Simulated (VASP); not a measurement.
# MnF2 (P-3m1) in VASP: notebook

Runs on MnF2. Level: PBE+U. Tasks: single point.

All numbers are computed with VASP 6.6.1; they aren't measurements. Logs are shortened: lines on timing, memory, paths and dates and some standing lists are left out, and cuts for length are marked.

## 1. The cell of the first run

Symmetry: P-3m1, No. 164, trigonal system. Conventional cell: a = 3.367 Å, b = 3.367 Å, c = 4.779 Å, α = 90.00°, β = 90.00°, γ = 120.00°. Mn (site symmetry -3m) has 6 F at 2.17 Å within 2.9 Å. F (site symmetry 3m) has 3 Mn at 2.17 Å and 3 F at 2.74 Å within 2.9 Å.

## 2. Single point, PBE+U, collinear spin, ferromagnetic start (15.64 Å³/atom)

The input, INCAR:

```
PREC = Accurate
ENCUT = 520
EDIFF = 1E-6
ISMEAR = 0
SIGMA = 0.05
LREAL = False
LASPH = True
NELM = 150
ALGO = Normal
ISIF = 2
LWAVE = False
LCHARG = False
ISPIN = 2
MAGMOM = 4.73 0.07 0.07
LORBIT = 11
LMAXMIX = 4
LDAU = True
LDAUTYPE = 2
LDAUL = 2 -1
LDAUU = 3.9 0
LDAUJ = 0 0
LDAUPRINT = 1
GGA = PE
NBANDS = 24
```

The input, KPOINTS:

```
regular mesh
0
Gamma
  8 8 6
```

The input, POSCAR:

```
MnF2
1.0
    3.3673698523      0.0000000000      0.0000000000
   -1.6836849261      2.9162278360      0.0000000000
    0.0000000000      0.0000000000      4.7789628830
Mn F
1 2
Direct
    0.0000000000      0.0000000000      0.0000000000
    0.3333333333      0.6666666667      0.2020133983
    0.6666666667      0.3333333333      0.7979866017
```

Potentials or basis: VASP PAW PBE potentials, release 64 (Mn_pv, F).

Command:

```bash
$ cat potpaw_PBE.64/Mn_pv/POTCAR potpaw_PBE.64/F/POTCAR > POTCAR
$ mpirun -np 1 vasp_std > vasp.out
```

OUTCAR:

```text
PREC = Accurate
   ENCUT = 520
   EDIFF = 1E-6
   ISMEAR = 0
   LREAL = False
   LASPH = True
   NELM = 150
   ISIF = 2
   ISPIN = 2
   LORBIT = 11
   GGA = PE

 ion  position               nearest neighbor table
   1  0.000  0.000  0.000-   2 2.17   3 2.17   2 2.17   3 2.17   3 2.17   2 2.17
   2  0.333  0.667  0.202-   1 2.17   1 2.17   1 2.17
   3  0.667  0.333  0.798-   1 2.17   1 2.17   1 2.17

  LATTYP: Found a hexagonal cell.
 ALAT       =     3.3673698523
 C/A-ratio  =     1.4191975021

  Lattice vectors:

 A1 = (   3.3673698523,   0.0000000000,   0.0000000000)
 A2 = (  -1.6836849261,   2.9162278360,   0.0000000000)
 A3 = (   0.0000000000,   0.0000000000,   4.7789628830)

Analysis of symmetry for initial positions (statically):
=====================================================================
 Subroutine PRICEL returns:
 Original cell was already a primitive cell.

 Routine SETGRP: Setting up the symmetry group for a
 hexagonal supercell.

 Subroutine GETGRP returns: Found 12 space group operations
 (whereof 12 operations were pure point group operations)
 out of a pool of 24 trial point group operations.

The static configuration has the point symmetry D_3d.

Analysis of symmetry for dynamics (positions and initial velocities):
=====================================================================
 Subroutine PRICEL returns:
 Original cell was already a primitive cell.

 Routine SETGRP: Setting up the symmetry group for a
 hexagonal supercell.

 Subroutine GETGRP returns: Found 12 space group operations
 (whereof 12 operations were pure point group operations)
 out of a pool of 24 trial point group operations.

The dynamic configuration has the point symmetry D_3d.

Analysis of structural, dynamic, and magnetic symmetry:
=====================================================================
 Subroutine PRICEL returns:
 Original cell was already a primitive cell.

 Routine SETGRP: Setting up the symmetry group for a
 hexagonal supercell.
[... 174 lines left out ...]
  o =  0.0122  v =  0.0000  0.0000  0.0000  0.0000  0.0000  0.0000  0.0000 -1.0000  0.0000  0.0000      0.0000  0.0000  0.0000  0.0000  0.0000  0.0000  0.0000  0.0000  0.0000  0.0000
  o =  0.0557  v =  0.0000  0.0000  0.0000  0.0000  0.0000  0.3641  0.5890  0.0000 -0.3359 -0.6385      0.0000  0.0000  0.0000  0.0000  0.0000  0.0000  0.0000  0.0000  0.0000  0.0000
  o =  0.0557  v =  0.0000  0.0000  0.0000  0.0000  0.0000 -0.6385  0.3359  0.0000  0.5890 -0.3641      0.0000  0.0000  0.0000  0.0000  0.0000  0.0000  0.0000  0.0000  0.0000  0.0000
  o =  0.9448  v = -0.0000 -0.0000 -1.0000 -0.0000 -0.0000  0.0000  0.0000  0.0000  0.0000  0.0000      0.0000  0.0000  0.0000  0.0000  0.0000  0.0000  0.0000  0.0000  0.0000  0.0000
  o =  0.9472  v = -0.3432  0.6260 -0.0000 -0.3566  0.6026  0.0000  0.0000  0.0000  0.0000  0.0000      0.0000  0.0000  0.0000  0.0000  0.0000  0.0000  0.0000  0.0000  0.0000  0.0000
  o =  0.9472  v = -0.6026 -0.3566  0.0000 -0.6260 -0.3432  0.0000  0.0000  0.0000  0.0000  0.0000      0.0000  0.0000  0.0000  0.0000  0.0000  0.0000  0.0000  0.0000  0.0000  0.0000
  o =  0.9794  v =  0.3566  0.6026  0.0000 -0.3432 -0.6261  0.0000  0.0000  0.0000  0.0000  0.0000      0.0000  0.0000  0.0000  0.0000  0.0000  0.0000  0.0000  0.0000  0.0000  0.0000
  o =  0.9794  v = -0.6261  0.3432  0.0000  0.6026 -0.3566  0.0000  0.0000  0.0000  0.0000  0.0000      0.0000  0.0000  0.0000  0.0000  0.0000  0.0000  0.0000  0.0000  0.0000  0.0000

 number of electron      27.0000031 magnetization       5.0000009

 Free energy of the ion-electron system (eV)
  ---------------------------------------------------
  ext. energy  EPLUGINS =         0.00000000
  ---------------------------------------------------
  free energy    TOTEN  =       -18.69543919 eV

  energy without entropy =      -18.69543919  energy(sigma->0) =      -18.69543919

 E-fermi :   0.3461     XC(G=0):  -8.7009

 val. band max:       -0.0084185959   @ k =   0.0000   0.0000   0.5000
 cond. band min:       3.0559756261   @ k =   0.0000   0.0000   0.0000
 fundamental gap:      3.0643942220
 Fermi energy:         0.3460563828

 spin component 1

 k-point     1 :       0.0000    0.0000    0.0000
  band No.  band energies     occupation
      1     -48.4876      1.00000
      2     -48.3757      1.00000
      3     -48.3757      1.00000
      4     -22.2576      1.00000
      5     -21.6217      1.00000
      6      -5.2119      1.00000
[... 1289 lines left out ...]
     23      16.3929      0.00000
     24      19.0129      0.00000

 [... further k-points ...]

------------------------ aborting loop because EDIFF is reached ----------------------------------------

  FORCE on cell =-STRESS in cart. coord.  units (eV):
  Direction    XX          YY          ZZ          XY          YZ          ZX
  --------------------------------------------------------------------------------------
  -------------------------------------------------------------------------------------
  Total       -0.1348717     -0.1348717     -0.0702340     -0.0000000     -0.0000000      0.0000000
  in kB       -4.6045333     -4.6045333     -2.3977936     -0.0000000     -0.0000000      0.0000000
  external PRESSURE =      -3.8689534 kB  Pullay stress =       0.0000000 kB

 VOLUME and BASIS-vectors are now :
 -----------------------------------------------------------------------------
  energy-cutoff  :      520.00
  volume of cell :       46.93
      direct lattice vectors                 reciprocal lattice vectors
     3.367369852  0.000000000  0.000000000     0.296967676  0.171454368  0.000000000
    -1.683684926  2.916227836  0.000000000     0.000000000  0.342908736  0.000000000
     0.000000000  0.000000000  4.778962883     0.000000000  0.000000000  0.209250422

 POSITION                                       TOTAL-FORCE (eV/Angst)
 -----------------------------------------------------------------------------------
      0.00000      0.00000      0.00000        -0.000000      0.000000      0.000000
     -0.00000      1.94415      0.96541        -0.000000     -0.000000     -0.038347
      1.68368      0.97208      3.81355         0.000000      0.000000      0.038347
 -----------------------------------------------------------------------------------
    total drift:                                0.000000      0.000000      0.000000

  FREE ENERGIE OF THE ION-ELECTRON SYSTEM (eV)
  ---------------------------------------------------
  free  energy   TOTEN  =       -18.6954391867 eV

  energy  without entropy=      -18.6954391867  energy(sigma->0) =      -18.69543919

 total charge

# of ion       s       p       d       tot
------------------------------------------
    1        0.159   6.132   4.928  11.219
    2        1.735   4.356   0.000   6.091
    3        1.735   4.356   0.000   6.091
--------------------------------------------------
tot          3.629  14.843   4.928  23.400

 magnetization (x)

# of ion       s       p       d       tot
------------------------------------------
    1        0.024   0.019   4.641   4.684
    2        0.005   0.049   0.000   0.055
    3        0.005   0.049   0.000   0.055
--------------------------------------------------
tot          0.035   0.118   4.641   4.794
```

Run time: 51 s. Hardware: 1 thread of Intel Xeon Platinum 8559C (Emerald Rapids), shared host; peak memory 0.23 GiB.

Results:

| Item | Value |
| --- | --- |
| Free energy | -18.6954 eV |
| Pressure | -0.4 GPa |
| Largest force | 0.038 eV/Å |
| Band gap on the k mesh | 3.06 eV (least direct gap 3.09 eV) |
| Net moment | 5.00 μB per cell |
| Site moments | Mn +4.68; F +0.06 μB |
| Valence electrons inside the program's atomic spheres | Mn 11.22; F 6.09 |

Forces in eV/Å, atoms in the order of the input:
```
Mn   0.000  0.000  0.000
F    0.000  0.000 -0.038
F    0.000  0.000  0.038
```

Stress tensor (GPa, compression positive):
```
-0.46  0.00  0.00
 0.00 -0.46  0.00
 0.00  0.00 -0.24
```

Eigenvalues of the final occupation matrices:
```tsv
site	spin	trace	eigenvalues
site 1 d	1	4.80	0.94 0.95 0.95 0.98 0.98
site 1 d	2	0.15	0.01 0.01 0.01 0.06 0.06
```

Caveat: a cell with one magnetic atom can't hold antiferromagnetic order, which such compounds often take. A k mesh can miss the band edges.

## 3. Single point, PBE+U, collinear spin, ferromagnetic start (15.97 Å³/atom)

This run uses another cell than the first one, of 15.97 Å³/atom.

The input, INCAR:

```
ALGO = Normal
EDIFF = 1E-6
ENCUT = 520
GGA = PE
ISIF = 2
ISMEAR = 0
ISPIN = 2
LASPH = True
LCHARG = False
LDAU = True
LDAUJ = 0 0
LDAUL = 2 -1
LDAUPRINT = 1
LDAUTYPE = 2
LDAUU = 3.9 0
LMAXMIX = 4
LORBIT = 11
LREAL = False
LWAVE = False
MAGMOM = 4.73 0.07 0.07
NBANDS = 24
NELM = 150
PREC = Accurate
SIGMA = 0.05
```

The input, KPOINTS:

```
k-points
0
Gamma
  8 8 6
```

The input, POSCAR:

```
MnF2
1.0
    3.3687916965      0.0000000000      0.0000000000
   -1.6843958482      2.9174591892      0.0000000000
    0.0000000000      0.0000000000      4.8744073839
Mn F
1 2
Direct
    0.0000000000      0.0000000000      0.0000000000
    0.3333333333      0.6666666667      0.1980513976
    0.6666666667      0.3333333333      0.8019486024
```

Potentials or basis: VASP PAW PBE potentials, release 64 (Mn_pv, F).

Command:

```bash
$ cat potpaw_PBE.64/Mn_pv/POTCAR potpaw_PBE.64/F/POTCAR > POTCAR
$ mpirun -np 1 vasp_std > vasp.out
```

Wall time 63 s (1 thread of Intel Xeon Platinum 8559C (Emerald Rapids), shared host); peak memory 0.23 GiB.

The run converged. Its results:

| Item | Value |
| --- | --- |
| Free energy | -18.6968 eV |
| Pressure | -0.5 GPa |
| Largest force | 0.038 eV/Å |
| Band gap on the k mesh | 3.09 eV (least direct gap 3.11 eV) |
| Net moment | 5.00 μB per cell |
| Site moments | Mn +4.68; F +0.06 μB |
| Valence electrons inside the program's atomic spheres | Mn 11.22; F 6.09 |

Forces on the atoms (eV/Å):
```
Mn   0.000  0.000  0.000
F    0.000  0.000 -0.038
F    0.000  0.000  0.038
```

Stress tensor (GPa, compression positive):
```
-0.56  0.00  0.00
 0.00 -0.56  0.00
 0.00  0.00 -0.36
```

Levels at points of the mesh, in eV from the valence-band top:
Spin up:
```tsv
k point	band 12	band 13	band 14	band 15	band 16	band 17	band 18	band 19	band 20	band 21
(0.00, 0.00, 0.00)	-2.29	-2.29	-1.43	-0.02	-0.02	3.09	7.96	11.11	15.14	15.14
(0.50, 0.00, 0.00)	-2.20	-2.03	-1.88	-0.77	-0.17	7.85	8.41	11.66	12.10	13.33
(0.00, 0.00, 0.50)	-2.29	-2.29	-1.41	0.00	0.00	4.47	5.83	13.37	15.27	15.27
(0.50, 0.00, 0.50)	-2.18	-2.03	-1.87	-0.81	-0.20	8.37	8.50	9.77	11.16	15.55
```
Spin down:
```tsv
k point	band 8	band 9	band 10	band 11	band 12	band 13	band 14	band 15
(0.00, 0.00, 0.00)	-3.71	-2.78	-2.78	-2.31	3.79	5.59	5.59	6.02
(0.50, 0.00, 0.00)	-3.59	-3.16	-2.85	-2.72	5.18	5.58	6.11	6.23
(0.00, 0.00, 0.50)	-3.69	-2.82	-2.80	-2.80	5.33	5.57	5.57	6.19
(0.50, 0.00, 0.50)	-3.53	-3.22	-2.68	-2.61	5.30	5.75	6.10	6.19
```

Eigenvalues of the final occupation matrices:
```tsv
site	spin	trace	eigenvalues
site 1 d	1	4.80	0.94 0.95 0.95 0.98 0.98
site 1 d	2	0.15	0.01 0.01 0.01 0.06 0.06
```

Caveat: a cell with one magnetic atom can't hold antiferromagnetic order, which such compounds often take.
